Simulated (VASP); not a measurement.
Wanted: the native input for a VASP 6.6.1 run.

- Task: single point
- Functional: PBE
- Potentials or basis: VASP PAW PBE potentials, release 64 (Sc_sv)
- Cutoff: 400 eV
- k mesh: 1 × 1 × 1
- Occupations: fermi-dirac, width 0.1 eV
- Spin: no spin polarisation
- Dipole correction: no
- Further INCAR settings: ALGO = Normal; EDIFF = 1e-06; NBANDS = 12

The structure of Sc lies in POSCAR:

```
Sc
1.0
    8.0000000000      0.0000000000      0.0000000000
    0.0000000000      8.0000000000      0.0000000000
    0.0000000000      0.0000000000      8.0000000000
Sc
1
Direct
    0.5100000000      0.5200000000      0.4900000000
```

One way to write it, as run:

INCAR

```
  ALGO = Normal
  EDIFF = 1E-6
  ENCUT = 400
  GGA = PE
  GGA_COMPAT = F
  ISIF = 2
  ISMEAR = -1
  LASPH = T
  LCHARG = F
  LREAL = F
  LWAVE = F
  NBANDS = 12
  NELM = 120
  PREC = Accurate
  SIGMA = 0.1
```

KPOINTS

```
k-points
0
Gamma
  1 1 1
```

Potentials or basis: VASP PAW PBE potentials, release 64 (Sc_sv).

Launch:

```bash
$ cat potpaw_PBE.64/Sc_sv/POTCAR > POTCAR
$ mpirun -np 1 vasp_gam > vasp.out
```

Wall time 29 s on 1 thread of AMD EPYC 7R13, with other jobs on the host, peak memory 0.31 GiB.
